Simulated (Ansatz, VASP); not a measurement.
# One calculation of Be2C, two programs

```
Be C
1.0
     0.00000    2.16500    2.16500
     2.16500    0.00000    2.16500
     2.16500    2.16500    0.00000
Be C
2 1
Direct
  0.25000 0.25000 0.25000
  0.75000 0.75000 0.75000
  0.00000 0.00000 0.00000
```

Alike in both runs: task relaxation of cell and atoms; functional PBEsol; k mesh 16 × 16 × 16; occupations fermi-dirac, width 0.05 eV; no spin polarisation.

|  | VASP | Ansatz |
| --- | --- | --- |
| version | VASP 6.6.1 | Ansatz 0.2.0 |
| potentials or method | VASP PAW PBE potentials, release 64 (Be, C) | PAW with Ansatz's default frozen-core files, scalar-relativistic |
| plane-wave cutoff (eV) | 600 | 420 |
| valence electrons in the cell | 8 | 8 |

Ansatz gave:

```
relaxed volume (Å³/atom)                                        : 6.68
relaxed length of the cell vector where the two differ most in proportion (Å) : 3.048
```

**Question.** Estimate VASP's values.

**Answer.** Relaxed volume (Å³/atom): 6.69; relaxed length of the cell vector where the two differ most in proportion (Å): 3.051.

VASP's potentials were made for PBE, not for PBEsol.
